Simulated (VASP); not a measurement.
# TiSeS3 (Pm-3m) in VASP: further runs

Runs on TiSeS3. Level: PBE. Tasks: single point, relaxation of cell and atoms.

Everything below comes from runs of VASP 6.6.1. Logs are shortened: lines on timing, memory, paths and dates and some standing lists are left out, and cuts for length are marked.

### Step 1. The cell of the first run

It takes space group Pm-3m (No. 221, cubic). The conventional cell has a = 4.723 Å, b = 4.723 Å, c = 4.723 Å, α = 90.00°, β = 90.00°, γ = 90.00°. Ti (site symmetry m-3m) has 12 S at 3.34 Å and 8 Se at 4.09 Å within 4.4 Å. Within 3.1 Å of Se (site symmetry m-3m) lie 6 S at 2.36 Å. S (site symmetry 4/mmm) has 2 Se at 2.36 Å within 3.1 Å.

The cell was generated, and may not be a known phase.

### Step 2. Single point, PBE, collinear spin

INCAR reads:

```
PREC = Accurate
ENCUT = 550
EDIFF = 1E-6
ISMEAR = 0
SIGMA = 0.1
LREAL = F
LASPH = T
NELM = 300
ALGO = All
ISIF = 2
LWAVE = F
LCHARG = F
ISPIN = 2
MAGMOM = 1.81 0 -0.13 -0.13 -0.13
LORBIT = 11
LMAXMIX = 4
GGA = PE
NBANDS = 30
GGA_COMPAT = F
ISEARCH = 1
KPAR = 4
```

KPOINTS reads:

```
regular mesh
0
Gamma
  8 8 8
```

POSCAR reads:

```
TiSeS3
1.0
    4.7232888408      0.0000000000      0.0000000000
    0.0000000000      4.7232888408      0.0000000000
    0.0000000000      0.0000000000      4.7232888408
Ti Se S
1 1 3
Direct
    0.0000000000      0.0000000000      0.0000000000
    0.5000000000      0.5000000000      0.5000000000
    0.0000000000      0.5000000000      0.5000000000
    0.5000000000      0.0000000000      0.5000000000
    0.5000000000      0.5000000000      0.0000000000
```

Potentials or basis: VASP PAW PBE potentials, release 64 (Ti_sv, Se, S).

Command:

```
> cat potpaw_PBE.64/Ti_sv/POTCAR potpaw_PBE.64/Se/POTCAR potpaw_PBE.64/S/POTCAR > POTCAR
> mpirun -np 4 vasp_std > vasp.out
```

OUTCAR:

```text
PREC = Accurate
   ENCUT = 550
   EDIFF = 1E-6
   ISMEAR = 0
   LREAL = F
   LASPH = T
   NELM = 300
   ISIF = 2
   ISPIN = 2
   LORBIT = 11
   GGA = PE

 ion  position               nearest neighbor table
   1  0.000  0.000  0.000-
   2  0.500  0.500  0.500-   3 2.36   4 2.36   5 2.36   5 2.36   4 2.36   3 2.36
   3  0.000  0.500  0.500-   2 2.36   2 2.36
   4  0.500  0.000  0.500-   2 2.36   2 2.36
   5  0.500  0.500  0.000-   2 2.36   2 2.36

  LATTYP: Found a simple cubic cell.
 ALAT       =     4.7232888408

  Lattice vectors:

 A1 = (   4.7232888408,   0.0000000000,   0.0000000000)
 A2 = (   0.0000000000,   4.7232888408,   0.0000000000)
 A3 = (   0.0000000000,   0.0000000000,   4.7232888408)

Analysis of symmetry for initial positions (statically):
=====================================================================
 Subroutine PRICEL returns:
 Original cell was already a primitive cell.

 Routine SETGRP: Setting up the symmetry group for a
 simple cubic supercell.

 Subroutine GETGRP returns: Found 48 space group operations
 (whereof 48 operations were pure point group operations)
 out of a pool of 48 trial point group operations.

The static configuration has the point symmetry O_h .

Analysis of symmetry for dynamics (positions and initial velocities):
=====================================================================
 Subroutine PRICEL returns:
 Original cell was already a primitive cell.

 Routine SETGRP: Setting up the symmetry group for a
 simple cubic supercell.

 Subroutine GETGRP returns: Found 48 space group operations
 (whereof 48 operations were pure point group operations)
 out of a pool of 48 trial point group operations.

The dynamic configuration has the point symmetry O_h .

Analysis of structural, dynamic, and magnetic symmetry:
=====================================================================
 Subroutine PRICEL returns:
 Original cell was already a primitive cell.

 Routine SETGRP: Setting up the symmetry group for a
 simple cubic supercell.

 Subroutine GETGRP returns: Found 48 space group operations
 (whereof 48 operations were pure point group operations)
 out of a pool of 48 trial point group operations.

The overall configuration has the point symmetry O_h .

 Subroutine INISYM returns: Found 48 space group operations
 (whereof 48 operations are pure point group operations),
 and found     1 'primitive' translations

----------------------------------------------------------------------------------------

                                     Primitive cell

  volume of cell :     105.3740

  direct lattice vectors                    reciprocal lattice vectors
     4.723288841  0.000000000  0.000000000     0.211716885  0.000000000  0.000000000
     0.000000000  4.723288841  0.000000000     0.000000000  0.211716885  0.000000000
     0.000000000  0.000000000  4.723288841     0.000000000  0.000000000  0.211716885

  length of vectors
     4.723288841  4.723288841  4.723288841     0.211716885  0.211716885  0.211716885

  position of ions in fractional coordinates (direct lattice)
     0.000000000  0.000000000  0.000000000
     0.500000000  0.500000000  0.500000000
     0.000000000  0.500000000  0.500000000
     0.500000000  0.000000000  0.500000000
     0.500000000  0.500000000  0.000000000

  ion indices of the primitive-cell ions
   primitive index   ion index
                 1           1
                 2           2
                 3           3
                 4           4
                 5           5

----------------------------------------------------------------------------------------

 KPOINTS: regular mesh

Automatic generation of k-mesh.
 Grid dimensions read from file:
 generate k-points for:    8    8    8

 Generating k-lattice:

  Cartesian coordinates                     Fractional coordinates (reciprocal lattice)
     0.026464611  0.000000000  0.000000000     0.125000000  0.000000000  0.000000000
     0.000000000  0.026464611  0.000000000     0.000000000  0.125000000  0.000000000
     0.000000000  0.000000000  0.026464611     0.000000000  0.000000000  0.125000000

  Length of vectors
     0.026464611  0.026464611  0.026464611

  Shift w.r.t. Gamma in fractional coordinates (k-lattice)
     0.000000000  0.000000000  0.000000000

 Subroutine IBZKPT returns following result:
 ===========================================

 Found     35 irreducible k-points:

 Following reciprocal coordinates:
            Coordinates               Weight
  0.000000  0.000000  0.000000      1.000000
  0.125000  0.000000  0.000000      6.000000
  0.250000  0.000000  0.000000      6.000000
  0.375000  0.000000  0.000000      6.000000
  0.500000  0.000000  0.000000      3.000000
  0.125000  0.125000  0.000000     12.000000
[... 16 lines left out ...]
  0.375000  0.375000  0.125000     24.000000
  0.500000  0.375000  0.125000     24.000000
 [... further k-points ...]
   k-points           NKPTS =     35   k-points in BZ     NKDIM =     35   number of bands    NBANDS=     30
   number of dos      NEDOS =    301   number of ions     NIONS =      5
   total plane-waves  NPLWV =  46656
   dimension x,y,z NGX =    36 NGY =   36 NGZ =   36
   dimension x,y,z NGXF=    72 NGYF=   72 NGZF=   72
   ions per type =               1   1   3
   NGX,Y,Z   is equivalent  to a cutoff of  12.67, 12.67, 12.67 a.u.
   NGXF,Y,Z  is equivalent  to a cutoff of  25.34, 25.34, 25.34 a.u.
 SYSTEM =  unknown system
   PREC   = accura    normal or accurate (medium, high low for compatibility)
   ISTART =      0    job   : 0-new  1-cont  2-samecut
   ICHARG =      2    charge: 1-file 2-atom 10-const
   ISPIN  =      2    spin polarized calculation?
   LNONCOLLINEAR =      F non collinear calculations
   LSORBIT =      F    spin-orbit coupling
   LASPH  =      T    aspherical Exc in radial PAW
   ENCUT  =  550.0 eV  40.42 Ry    6.36 a.u.   9.03  9.03  9.03*2*pi/ulx,y,z
   NELM   =    300;   NELMIN=  2; NELMDL= -5     # of ELM steps
   EDIFF  = 0.1E-05   stopping-criterion for ELM
   LREAL  =      F    real-space projection
   EDIFFG = 0.1E-04   stopping-criterion for IOM
   NSW    =      0    number of steps for IOM
   IBRION =     -1    ionic relax: 0-MD 1-quasi-New 2-CG
   NFREE  =      0    steps in history (QN), initial steepest desc. (CG)
   ISIF   =      2    stress and relaxation
   ISYM   =      2    0-nonsym 1-usesym 2-fastsym
   POTIM  = 0.5000    time-step for ionic-motion
   TEBEG  =    0.0;   TEEND  =   0.0 temperature during run
   PSTRESS=    0.0 pullay stress
   NELECT =      36.0000    total number of electrons
   NUPDOWN=      -1.0000    fix difference up-down
   EMIN   =  10.00;   EMAX   =-10.00  energy-range for DOS
   EFERMI =   0.00;   METHOD = LEGACY
   ISMEAR =     0;   SIGMA  =   0.10  broadening in eV -4-tet -1-fermi 0-gaus
   EFERMI_NEDOS =   21; number of points for ismear=-14 and -15
   IALGO  =     58    algorithm
   IMIX   =      4    mixing-type and parameters
     AMIX     =   0.40;   BMIX     =  1.00
     AMIX_MAG =   1.60;   BMIX_MAG =  1.00
  volume/ion in A,a.u.               =      21.07       142.22
  Fermi-wavevector in a.u.,A,eV,Ry     =   1.144453  2.162702 17.820528  1.309772
  Thomas-Fermi vector in A             =   2.281145
   LORBIT       =     11    0 simple, 1 ext, 2 COOP (PROOUT), +10 PAW based schemes
   GGA     = PE    functional components
   LHFCALC =     F    Hartree Fock is set to
   AEXX    =    0.0000 exact exchange contribution
   IVDW    =     0    specifies the selected vdW correction
   LEPSILON=     F    determine dielectric tensor
   LRPA    =     F    only Hartree local field effects (RPA)
 spin polarized calculation
 Gauss-broadening in eV      SIGMA  =   0.10
  energy-cutoff  :      550.00
  volume of cell :      105.37
 maximum number of plane-waves:      3136
   NGX = 19   NGY = 19   NGZ = 19

 number of electron      36.0000000 magnetization       1.2563380

 Free energy of the ion-electron system (eV)
  ---------------------------------------------------
  ext. energy  EPLUGINS =         0.00000000
  ---------------------------------------------------
  free energy    TOTEN  =       -21.34238088 eV

  energy without entropy =      -21.33423936  energy(sigma->0) =      -21.33831012

 E-fermi :   5.1774     XC(G=0):  -9.7905

 val. band max:        5.1780081118   @ k =   0.3750   0.2500   0.2500
 cond. band min:       5.1932753759   @ k =   0.0000   0.0000   0.0000
 fundamental gap:      0.0152672642
 Fermi energy:         5.1773942095

 spin component 1

 k-point     1 :       0.0000    0.0000    0.0000
  band No.  band energies     occupation
      1     -53.3197      1.00000
      2     -29.5598      1.00000
      3     -29.5597      1.00000
      4     -29.5597      1.00000
      5     -11.8484      1.00000
      6      -6.5824      1.00000
[... 781 lines left out ...]
     29      11.6725      0.00000
     30      13.4770      0.00000

 [... further k-points ...]

 spin component 2

 k-point     1 :       0.0000    0.0000    0.0000
  band No.  band energies     occupation
      1     -51.8405      1.00000
      2     -28.0849      1.00000
      3     -28.0849      1.00000
      4     -28.0849      1.00000
      5     -11.9074      1.00000
      6      -6.7599      1.00000
[... 781 lines left out ...]
     29      12.0549      0.00000
     30      13.4254      0.00000

 [... further k-points ...]

------------------------ aborting loop because EDIFF is reached ----------------------------------------

  FORCE on cell =-STRESS in cart. coord.  units (eV):
  Direction    XX          YY          ZZ          XY          YZ          ZX
  --------------------------------------------------------------------------------------
  -------------------------------------------------------------------------------------
  Total       -0.0165310     -0.0165310     -0.0165310     -0.0000000      0.0000000     -0.0000000
  in kB       -0.2513491     -0.2513491     -0.2513491     -0.0000000      0.0000000     -0.0000000
  external PRESSURE =      -0.2513491 kB  Pullay stress =       0.0000000 kB

 VOLUME and BASIS-vectors are now :
 -----------------------------------------------------------------------------
  energy-cutoff  :      550.00
  volume of cell :      105.37
      direct lattice vectors                 reciprocal lattice vectors
     4.723288841  0.000000000  0.000000000     0.211716885  0.000000000  0.000000000
     0.000000000  4.723288841  0.000000000     0.000000000  0.211716885  0.000000000
     0.000000000  0.000000000  4.723288841     0.000000000  0.000000000  0.211716885

 POSITION                                       TOTAL-FORCE (eV/Angst)
 -----------------------------------------------------------------------------------
      0.00000      0.00000      0.00000         0.000000      0.000000      0.000000
      2.36164      2.36164      2.36164         0.000000      0.000000      0.000000
      0.00000      2.36164      2.36164         0.000000      0.000000      0.000000
      2.36164      0.00000      2.36164         0.000000      0.000000      0.000000
      2.36164      2.36164      0.00000         0.000000      0.000000      0.000000
 -----------------------------------------------------------------------------------
    total drift:                               -0.000000      0.000000      0.000000

  FREE ENERGIE OF THE ION-ELECTRON SYSTEM (eV)
  ---------------------------------------------------
  free  energy   TOTEN  =       -21.3423808848 eV

  energy  without entropy=      -21.3342423197  energy(sigma->0) =      -21.33831160

 total charge

# of ion       s       p       d       tot
------------------------------------------
    1        2.071   5.973   1.817   9.861
    2        1.531   2.083   0.188   3.802
    3        1.380   2.264   0.000   3.643
    4        1.380   2.264   0.000   3.643
    5        1.380   2.264   0.000   3.643
--------------------------------------------------
tot          7.741  14.847   2.005  24.593

 magnetization (x)

# of ion       s       p       d       tot
------------------------------------------
    1        0.015   0.007   1.459   1.482
    2       -0.002   0.000   0.000  -0.002
    3       -0.003  -0.122   0.000  -0.125
    4       -0.003  -0.122   0.000  -0.125
    5       -0.003  -0.122   0.000  -0.125
--------------------------------------------------
tot          0.003  -0.359   1.460   1.104
```

Wall time 95 s (4 MPI ranks of Intel Xeon 6975P-C (Granite Rapids), shared host); peak memory 0.55 GiB.

What came out:

- Free energy: -21.3424 eV
- Pressure: 0.0 GPa
- Net moment: 1.26 μB per cell
- Site moments: Ti +1.48; Se -0.00; S -0.12 μB
- Valence electrons inside the program's atomic spheres: Ti 9.86; Se 3.80; S 3.64

### Step 3. Relaxation of cell and atoms, PBE, collinear spin

This run uses another cell than the first one, of 22.29 Å³/atom.

INCAR reads:

```
ALGO = Fast
EDIFF = 1E-7
EDIFFG = -0.01
ENCUT = 600
GGA = PE
IBRION = 2
ISIF = 3
ISMEAR = 0
ISPIN = 2
LASPH = T
LCHARG = F
LMAXMIX = 4
LORBIT = 11
LREAL = F
LWAVE = F
MAGMOM = 1.81 0 -0.13 -0.13 -0.13
NELM = 150
NSW = 100
PREC = Accurate
SIGMA = 0.1
```

KPOINTS reads:

```
k-points
0
Gamma
  8 8 8
```

Changes to POSCAR since step 2:

```diff
@@ -2,5 +2,5 @@
 1.0
-    4.7232888408      0.0000000000      0.0000000000
-    0.0000000000      4.7232888408      0.0000000000
-    0.0000000000      0.0000000000      4.7232888408
+    4.8121238800      0.0000000000      0.0000000000
+    0.0000000000      4.8121238800      0.0000000000
+    0.0000000000      0.0000000000      4.8121238800
 Ti Se S
```

Potentials or basis: VASP PAW PBE potentials, release 64 (Ti_sv, Se, S).

Command:

```
> cat potpaw_PBE.64/Ti_sv/POTCAR potpaw_PBE.64/Se/POTCAR potpaw_PBE.64/S/POTCAR > POTCAR
> mpirun -np 1 vasp_std > vasp.out
```

OUTCAR:

```text
EDIFF = 1E-7
   EDIFFG = -0.01
   ENCUT = 600
   GGA = PE
   IBRION = 2
   ISIF = 3
   ISMEAR = 0
   ISPIN = 2
   LASPH = T
   LORBIT = 11
   LREAL = F
   NELM = 150
   NSW = 100
   PREC = Accurate

 ion  position               nearest neighbor table
   1  0.000  0.000  0.000-
   2  0.500  0.500  0.500-   3 2.41   4 2.41   5 2.41   5 2.41   4 2.41   3 2.41
   3  0.000  0.500  0.500-   2 2.41   2 2.41
   4  0.500  0.000  0.500-   2 2.41   2 2.41
   5  0.500  0.500  0.000-   2 2.41   2 2.41

  LATTYP: Found a simple cubic cell.
 ALAT       =     4.8121238800

  Lattice vectors:

 A1 = (   4.8121238800,   0.0000000000,   0.0000000000)
 A2 = (   0.0000000000,   4.8121238800,   0.0000000000)
 A3 = (   0.0000000000,   0.0000000000,   4.8121238800)

[... 1584 lines left out ...]
  ---------------------------------------------------
  free energy    TOTEN  =       -21.34272189 eV

  energy without entropy =      -21.33456959  energy(sigma->0) =      -21.33864574

 E-fermi :   5.1790     XC(G=0):  -9.7907

 val. band max:        5.1774955008   @ k =   0.3750   0.2500   0.2500
 cond. band min:       5.1918172966   @ k =   0.0000   0.0000   0.0000
 fundamental gap:      0.0143217958
 Fermi energy:         5.1789984469

 spin component 1

 k-point     1 :       0.0000    0.0000    0.0000
  band No.  band energies     occupation
      1     -53.3211      1.00000
      2     -29.5614      1.00000
      3     -29.5614      1.00000
      4     -29.5614      1.00000
      5     -11.8477      1.00000
      6      -6.5817      1.00000
[... 1275 lines left out ...]
  FREE ENERGIE OF THE ION-ELECTRON SYSTEM (eV)
  ---------------------------------------------------
  free  energy   TOTEN  =       -21.3427218898 eV

  energy  without entropy=      -21.3345695873  energy(sigma->0) =      -21.33864574

 reached required accuracy - stopping structural energy minimisation

 total charge

# of ion       s       p       d       tot
------------------------------------------
    1        2.071   5.973   1.817   9.861
    2        1.531   2.083   0.188   3.802
    3        1.380   2.264   0.000   3.643
    4        1.380   2.264   0.000   3.643
    5        1.380   2.264   0.000   3.643
--------------------------------------------------
tot          7.741  14.847   2.005  24.592

 magnetization (x)

# of ion       s       p       d       tot
------------------------------------------
    1        0.015   0.008   1.459   1.482
    2       -0.002   0.000   0.000  -0.002
    3       -0.003  -0.122   0.000  -0.125
    4       -0.003  -0.122   0.000  -0.125
    5       -0.003  -0.122   0.000  -0.125
--------------------------------------------------
tot          0.003  -0.359   1.460   1.104
```

OSZICAR:

```text
N       E                     dE             d eps       ncg     rms          rms(c)
DAV:   1     0.325395029655E+03    0.32540E+03   -0.17255E+04  3220   0.160E+03
DAV:   2     0.148613584027E+02   -0.31053E+03   -0.30262E+03  3728   0.370E+02
[... 232 lines left out ...]
RMM:   9    -0.213427213830E+02    0.15637E-07   -0.76774E-06  3916   0.118E-02    0.332E-03
RMM:  10    -0.213427215902E+02   -0.20711E-06   -0.45895E-06  3066   0.744E-03    0.222E-03
RMM:  11    -0.213427216385E+02   -0.48396E-07   -0.26734E-06  2890   0.576E-03    0.772E-04
RMM:  12    -0.213427216892E+02   -0.50630E-07   -0.18645E-06  2681   0.435E-03    0.303E-04
RMM:  13    -0.213427218313E+02   -0.14208E-06   -0.13207E-06  2358   0.356E-03    0.282E-04
RMM:  14    -0.213427218898E+02   -0.58488E-07   -0.96438E-07  2086   0.317E-03
   4 F= -.21342722E+02 E0= -.21338646E+02  d E =-.876287E-01  mag=     1.2562
```

It took 66 min on 1 thread of Oxide Virtual Turin-like, shared host; peak memory 0.4 GiB.

What came out:

| Item | Value |
| --- | --- |
| Free energy | -21.3427 eV |
| Relaxed volume | 21.07 Å³/atom |
| Relaxed cell | a = 4.723 Å, b = 4.723 Å, c = 4.723 Å, α = 90.00°, β = 90.00°, γ = 90.00° |
| Space group after relaxing (to 0.1 Å) | Pm-3m (No. 221) |
| Energy gained by relaxing | 17.5 meV/atom |
| Ionic steps | 4 |
| Pressure after relaxing | 0.0 GPa |
| Net moment | 1.26 μB per cell |
| Site moments | Ti +1.48; Se -0.00; S -0.12 μB |
| Valence electrons inside the program's atomic spheres | Ti 9.86; Se 3.80; S 3.64 |

Step by step:
```
step  energy change (eV)  largest force (eV/Å)  pressure (GPa)  volume (Å³)
   1              0.0000                0.0000           -3.15       111.43
   2             -0.0751                0.0000            0.52       104.51
   3             -0.0870                0.0000            0.16       105.09
   4             -0.0876                0.0000           -0.01       105.37
```

Final structure:
```
Ti Se S
1.0
     4.72323    0.00000    0.00000
     0.00000    4.72323    0.00000
     0.00000    0.00000    4.72323
Ti Se S
1 1 3
Direct
  0.00000 0.00000 0.00000
  0.50000 0.50000 0.50000
  0.00000 0.50000 0.50000
  0.50000 0.00000 0.50000
  0.50000 0.50000 0.00000
```
